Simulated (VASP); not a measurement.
Crystal: Bi.

```
CELL_PARAMETERS angstrom
2.26750 1.30914 3.93800
-2.26750 1.30914 3.93800
0.00000 -2.61828 3.93800
ATOMIC_POSITIONS crystal
Bi 0.23625 0.23625 0.23625
Bi 0.76375 0.76375 0.76375
```

Base run:

* Program: VASP 6.6.1
* Functional: r2SCAN
* Potentials or basis: VASP PAW PBE potentials, release 64 (Bi_d)
* Cutoff: 520 eV
* k mesh: 9 × 9 × 9
* Occupations: fermi-dirac, width 0.05 eV
* Spin: no spin polarisation

Its results: pressure 0.7 GPa.

Task: The run is repeated on the same cell with these changes: functional from r2SCAN to PBE; further incar settings from ALGO = Normal; EDIFF = 1e-08; NBANDS = 22 to ALGO = Normal; EDIFF = 1e-07; NBANDS = 22. What comes out?

Result: Pressure 1.6 GPa.

Caveats: the PAW data sets were made with another functional, which shifts forces and pressure a little (at least some runs).
